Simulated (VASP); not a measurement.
HfO2, 6 atoms in the cell. The structure is tetragonal, space group P4_2/nmc (No. 137). The conventional cell has a = 3.577 Å, b = 3.577 Å, c = 5.203 Å, α = 90.00°, β = 90.00°, γ = 90.00°. Hf (site symmetry -4m2) has 8 O at 2.06 to 2.39 Å within 2.7 Å. Within 2.7 Å of O (site symmetry 2mm) lie 4 Hf at 2.06 to 2.39 Å and 6 O at 2.59 to 2.60 Å. 

- Program: VASP 6.6.1
- Task: single point
- Functional: r2SCAN
- Potentials or basis: VASP PAW PBE potentials, release 64 (Hf_pv, O)
- Cutoff: 520 eV
- k mesh: 6 × 6 × 6
- Occupations: gaussian, width 0.02 eV
- Spin: no spin polarisation
- Dipole correction: no
- Further INCAR settings: ALGO = Normal; EDIFF = 1e-07; NBANDS = 31

Potentials or basis: VASP PAW PBE potentials, release 64 (Hf_pv, O).

Run with:

```bash
$ cat potpaw_PBE.64/Hf_pv/POTCAR potpaw_PBE.64/O/POTCAR > POTCAR
$ cp INCAR.step1 INCAR
$ mpirun -np 1 vasp_std > vasp.out
$ cp INCAR.step2 INCAR
$ mpirun -np 1 vasp_std > vasp.out
```

Hardware: 1 thread of Intel(R) Xeon(R) Platinum 8488C (Sapphire Rapids), with other jobs on the host.

Problem. Estimate the wall time of this run.

Solution. Run time: 3.2 min on 1 thread of Intel(R) Xeon(R) Platinum 8488C (Sapphire Rapids) (shared host), peak memory 0.22 GiB. Counts: k points 40.
